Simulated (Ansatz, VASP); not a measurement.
# SrCl2: VASP beside Ansatz

```
CELL_PARAMETERS angstrom
0.00000 3.52061 3.52061
3.52061 0.00000 3.52061
3.52061 3.52061 0.00000
ATOMIC_POSITIONS crystal
Sr 0.00000 0.00000 0.00000
Cl 0.25000 0.25000 0.25000
Cl 0.75000 0.75000 0.75000
```

Alike in both runs: task single point; functional PBEsol; k mesh 8 × 8 × 8; occupations gaussian, width 0.05 eV; no spin polarisation.

|  | VASP | Ansatz |
| --- | --- | --- |
| version | VASP 6.6.1 | Ansatz 0.2.0 |
| potentials or method | VASP PAW PBE potentials, release 64 (Sr_sv, Cl), cutoff 520 eV | scalar-relativistic, plane waves, PAW |
| valence electrons in the cell | 24 | 24 |

VASP gave:

| Property | Result |
| --- | --- |
| gap on the k mesh at the Fermi level (eV) | 5.03 |
| least direct gap on the mesh (eV) | 5.37 |
| pressure (GPa) | -1.8 |

**Question.** What did Ansatz give for the same quantities?

**Answer.** gap on the k mesh at the Fermi level (eV): 5.04; least direct gap on the mesh (eV): 5.37; pressure (GPa): -1.9.

VASP's potentials were made for PBE, not for PBEsol.
